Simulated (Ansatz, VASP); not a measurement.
One calculation of CuO, two programs

```
Cu O
1.0
     2.34465   -1.71340    0.00000
     2.34465    1.71340    0.00000
    -0.86055    0.00000    5.05944
Cu O
2 2
Direct
  0.00320 0.49680 0.00000
  0.49680 0.00320 0.50000
  0.57140 0.40560 0.25370
  0.40560 0.57140 0.75370
```

Alike in both runs: functional r2SCAN; k mesh 6 × 6 × 3; occupations fermi-dirac, width 0.05 eV; no spin polarisation.

```csv
,VASP,Ansatz
version,VASP 6.6.1,Ansatz 0.2.0
potentials or method,"VASP PAW PBE potentials, release 64 (Cu_sv_GW, O)",Ansatz PAW
plane-wave cutoff (eV),770,500
valence electrons in the cell,50,50
task,single point,band structure
```

VASP gave:

```
gap on the k mesh at the Fermi level (eV)                     : none
pressure (GPa)                                                : -3.2
traceless stress, the component that is largest in VASP (GPa) : 1.56
rms of the force components (eV/Å)                            : 0.420
```

Question: Estimate Ansatz's values.

Answer: gap on the k mesh at the Fermi level (eV): none; pressure (GPa): -1.2; traceless stress, the component that is largest in VASP (GPa): 1.53; rms of the force components (eV/Å): 0.411.

VASP's potentials were made for PBE, not for r2SCAN. Atom by atom the forces differ by 0.013 eV/Å (rms over components). A gap of «none» marks a metal or a gap that the smearing closes.

The k mesh is coarse, so the values compare programs but aren't converged.
